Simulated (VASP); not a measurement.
# HF in VASP: a series of runs, part 2 of 2

VASP 6.6.1.

### 3 Single point, LDA

Input file INCAR:

```
ALGO = Normal ; EDIFF = 1E-6
ENCUT = 1010 ; GGA_COMPAT = False
ISIF = 2 ; ISMEAR = -1
LASPH = True ; LCHARG = False
LREAL = Auto ; LWAVE = False
NBANDS = 46 ; NELM = 120
PREC = Accurate ; SIGMA = 0.02
```

Input file KPOINTS:

```
k-points
0
Gamma
  1 1 1
```

Input file POSCAR:

```
HF
1.0
    7.0713790000      0.0000000000      0.0000000000
    0.0000000000      7.0713790000      0.0000000000
    0.0000000000      0.0000000000      7.0713790000
F H
8 8
Direct
    0.2942990328      0.5922890005      0.2643755907
    0.4716336092      0.1989145257      0.7297445095
    0.3290588724      0.4453869606      0.5500765834
    0.5234198308     -0.0039030577      0.9686512348
    0.4107402531      0.6472004965      0.9168084471
    0.4253201533      0.8137026738      0.6100648827
    0.0561276662      0.2521290402      0.6660369922
    0.3200790115      0.9122124553      0.2131126051
    0.3288608912      0.7527527516      0.2342400259
    0.4219544731      0.3189759734      0.6437923918
    0.3421680552      0.5392583257      0.4007987692
    0.4913610202      0.1205281176      0.8935032332
    0.3888209075      0.6799380998      0.7910479696
    0.4425869410      0.9445116716      0.6147598651
    0.1190998248      0.3534671243      0.6132891477
    0.4172736322      0.9703764994      0.1105442093
```

Potentials or basis: VASP PAW LDA potentials, release 64 (F_h, H_h).

The run is started by

```console
$ cat potpaw_LDA.64/F_h/POTCAR potpaw_LDA.64/H_h/POTCAR > POTCAR
$ mpirun -np 1 vasp_gam > vasp.out
```

OUTCAR:

```text
EDIFF = 1E-6
   ENCUT = 1010
   ISIF = 2
   ISMEAR = -1
   LASPH = True
   LREAL = Auto
   NELM = 120
   PREC = Accurate

 ion  position               nearest neighbor table
   1  0.294  0.592  0.264-  11 1.09   9 1.18
   2  0.472  0.199  0.730-  10 1.10
   3  0.329  0.445  0.550-
   4  0.523  0.996  0.969-  12 1.05
   5  0.411  0.647  0.917-  13 0.93
   6  0.425  0.814  0.610-  14 0.93
   7  0.056  0.252  0.666-  15 0.92
   8  0.320  0.912  0.213-  16 1.08   9 1.14
   9  0.329  0.753  0.234-   8 1.14   1 1.18
  10  0.422  0.319  0.644-   2 1.10
  11  0.342  0.539  0.401-   1 1.09
  12  0.491  0.121  0.894-   4 1.05
  13  0.389  0.680  0.791-   5 0.93
  14  0.443  0.945  0.615-   6 0.93
  15  0.119  0.353  0.613-   7 0.92
  16  0.417  0.970  0.111-   8 1.08

  LATTYP: Found a simple cubic cell.
 ALAT       =     7.0713790000

  Lattice vectors:

 A1 = (   7.0713790000,   0.0000000000,   0.0000000000)
 A2 = (   0.0000000000,   7.0713790000,   0.0000000000)
 A3 = (   0.0000000000,   0.0000000000,   7.0713790000)
[... 182 lines left out ...]
 cond. band min:      -0.2926270896   @ k =   0.0000   0.0000   0.0000
 fundamental gap:      6.8737347232
 Fermi energy:        -6.6194817118

 k-point     1 :       0.0000    0.0000    0.0000
  band No.  band energies     occupation
      1     -29.7407      2.00000
      2     -29.0300      2.00000
      3     -28.9171      2.00000
      4     -28.6708      2.00000
      5     -28.0157      2.00000
      6     -27.4321      2.00000
[... 36 lines left out ...]
     43       5.4482      0.00000
     44       5.4997      0.00000
 [bands above 44 left out]

------------------------ aborting loop because EDIFF is reached ----------------------------------------

  FORCE on cell =-STRESS in cart. coord.  units (eV):
  Direction    XX          YY          ZZ          XY          YZ          ZX
  --------------------------------------------------------------------------------------
  -------------------------------------------------------------------------------------
  Total       -0.8426471     -1.4632275     -0.5083874      1.2880949     -0.0104916     -0.5821712
  in kB       -3.8180709     -6.6299477     -2.3035254      5.8364140     -0.0475377     -2.6378432
  external PRESSURE =      -4.2505146 kB  Pullay stress =       0.0000000 kB

 VOLUME and BASIS-vectors are now :
 -----------------------------------------------------------------------------
  energy-cutoff  :     1010.00
  volume of cell :      353.60
      direct lattice vectors                 reciprocal lattice vectors
     7.071379000  0.000000000  0.000000000     0.141415133  0.000000000  0.000000000
     0.000000000  7.071379000  0.000000000     0.000000000  0.141415133  0.000000000
     0.000000000  0.000000000  7.071379000     0.000000000  0.000000000  0.141415133

 POSITION                                       TOTAL-FORCE (eV/Angst)
 -----------------------------------------------------------------------------------
      2.08110      4.18830      1.86950         0.726001      0.593896      0.285201
      3.33510      1.40660      5.16030        -0.194420      0.668314     -1.065724
      2.32690      3.14950      3.88980         0.714607     -0.273854      0.342699
      3.70130      7.04378      6.84970        -0.411520      0.957555      0.752487
      2.90450      4.57660      6.48310        -0.004819     -0.630181      1.137904
      3.00760      5.75400      4.31400        -0.145306     -0.742349     -0.519214
[... 8 lines left out ...]
      0.84220      2.49950      4.33680         0.960381      1.066925     -0.593039
      2.95070      6.86190      0.78170         0.031091     -0.676520     -0.506941
 -----------------------------------------------------------------------------------
    total drift:                                0.001110      0.004002     -0.001696

  FREE ENERGIE OF THE ION-ELECTRON SYSTEM (eV)
  ---------------------------------------------------
  free  energy   TOTEN  =       -70.5151948898 eV

  energy  without entropy=      -70.5151948898  energy(sigma->0) =      -70.51519489
```

Run time: 73 s. Hardware: 1 thread of AMD EPYC 7R13 (Zen 3), shared host; peak memory 0.63 GiB.

What came out:

| Quantity | Value |
| --- | --- |
| Free energy | -70.5152 eV |
| Pressure | -0.4 GPa |
| Largest force | 1.601 eV/Å |

Forces in eV/Å, atoms in the order of the input:
```
F    0.726  0.594  0.285
F   -0.194  0.668 -1.066
F    0.715 -0.274  0.343
F   -0.412  0.958  0.752
F   -0.005 -0.630  1.138
F   -0.145 -0.742 -0.519
F   -0.915 -1.166  0.605
F    0.417  0.355  0.054
H   -0.491 -0.499 -0.016
H   -0.388 -0.021  0.298
H   -0.664 -0.404 -0.002
H    0.255 -0.768 -0.185
H    0.036  0.516 -0.923
H    0.073  1.023  0.334
H    0.960  1.067 -0.593
H    0.031 -0.677 -0.507
```

Stress tensor (GPa, compression positive):
```
-0.38  0.58 -0.26
 0.58 -0.66  0.00
-0.26  0.00 -0.23
```

Caveat: the k points lie up to 0.89 Å⁻¹ apart, too coarse for converged energies, forces and pressures.

### 4 Single point, LDA

Input file INCAR:

```
SYSTEM = HF
PREC     = Accurate       ! precision mode
ENCUT    = 1010           ! plane-wave cutoff, eV
EDIFF    = 1E-6           ! SCF threshold, eV
ISMEAR   = -1             ! smearing method
SIGMA    = 0.02           ! smearing width, eV
LREAL    = Auto         
LASPH    = .TRUE.         ! aspherical terms in the spheres
NELM     = 120            ! most SCF steps
ALGO     = Normal         ! electronic algorithm
ISIF     = 2              ! what is computed and relaxed
LWAVE    = .FALSE.        ! write WAVECAR
LCHARG   = .TRUE.         ! write CHGCAR
LELF     = .TRUE.         ! ELF
LVHAR    = .TRUE.       
NBANDS   = 46             ! bands
GGA_COMPAT= .FALSE.
```

Input file KPOINTS:

```
regular mesh
0
G
  1 1 1
  0 0 0
```

Input file POSCAR:

```
HF
1.0
    7.0713790000      0.0000000000      0.0000000000
    0.0000000000      7.0713790000      0.0000000000
    0.0000000000      0.0000000000      7.0713790000
F H
8 8
Direct
    0.3109435939      0.6087497219      0.2597513158
    0.4183059627      0.1739547548      0.7083625415
    0.3150587743      0.4427142146      0.5589715952
    0.5284683511      0.0634529701      0.9831745689
    0.4696537974      0.5917091984      0.9302146017
    0.4208231520      0.8731818787      0.5928970856
    0.0174789104      0.2550421919      0.6391964000
    0.3379256012      0.9259580062      0.1999327147
    0.3104486409      0.7775993904      0.2388643007
    0.3864592748      0.3292709951      0.6028244279
    0.3286911930      0.5505008288      0.3880855488
    0.5022358440      0.1485848800      0.8758263417
    0.4846862260      0.6766431272      0.8244643654
    0.4171887831      1.0071020094      0.6514429505
    0.0927117610      0.3663783259      0.6282932933
    0.4212332559      0.9596996569      0.0815399655
```

The run is started by

```console
$ cat potpaw_LDA.64/F_h/POTCAR potpaw_LDA.64/H_h/POTCAR > POTCAR
$ mpirun -np 1 vasp_gam > vasp.out
```

Wall time 87 s (1 thread of Intel Xeon Platinum 8259CL at 2.50GHz (Skylake/Cascade Lake), shared host); peak memory 0.66 GiB.

Results (log left out):

* Free energy: -70.2570 eV
* Pressure: -0.1 GPa
* Largest force: 2.080 eV/Å

Forces on the atoms (eV/Å):
```
F   -0.164 -0.004  0.169
F    0.368  1.292  0.035
F   -0.344  1.417 -0.880
F    0.960 -0.972  1.568
F    0.140  0.780 -0.822
F    0.070 -0.363  0.468
F   -0.008  0.389  0.028
F   -0.556 -0.292  0.291
H    0.591 -0.105 -0.101
H    0.181 -1.111  0.770
H   -0.111 -0.154  0.363
H   -0.937  0.248 -1.326
H   -0.246 -0.426  0.343
H   -0.066 -0.864 -0.795
H   -0.051 -0.486 -0.029
H    0.173  0.652 -0.082
```

Stress tensor (GPa, compression positive):
```
 0.15 -0.41  0.15
-0.41 -0.28  0.14
 0.15  0.14 -0.11
```

Levels at points of the mesh, in eV from the Fermi level:
```tsv
k point	band 28	band 29	band 30	band 31	band 32	band 33	band 34	band 35	band 36	band 37
(0.00, 0.00, 0.00)	-1.52	-0.93	-0.88	-0.77	-0.57	6.00	8.65	8.94	9.21	9.29
```

Caveat: the k points lie up to 0.89 Å⁻¹ apart, too coarse for converged energies, forces and pressures; the atoms stand as in a frame of molecular dynamics.

### 5 Summary

| cell | pressure (GPa) | largest force (eV/Å) |
| --- | --- | --- |
| as given, atomic positions A | -0.5 | 0.29 |
| as given, atomic positions B | -0.4 | 1.60 |
| as given, atomic positions C | -0.1 | 2.08 |

Alike in all rows: task single point; level LDA; potentials or basis VASP PAW LDA potentials, release 64 (F_h, H_h); no spin polarisation; k mesh 1 × 1 × 1; cutoff (eV) 1010; smearing fermi-dirac 0.02 eV.

Caveats: all runs use coarse meshes; the atoms stand as in a frame of molecular dynamics (at least some runs).

Absolute energies hang on the potentials; compare differences alone.
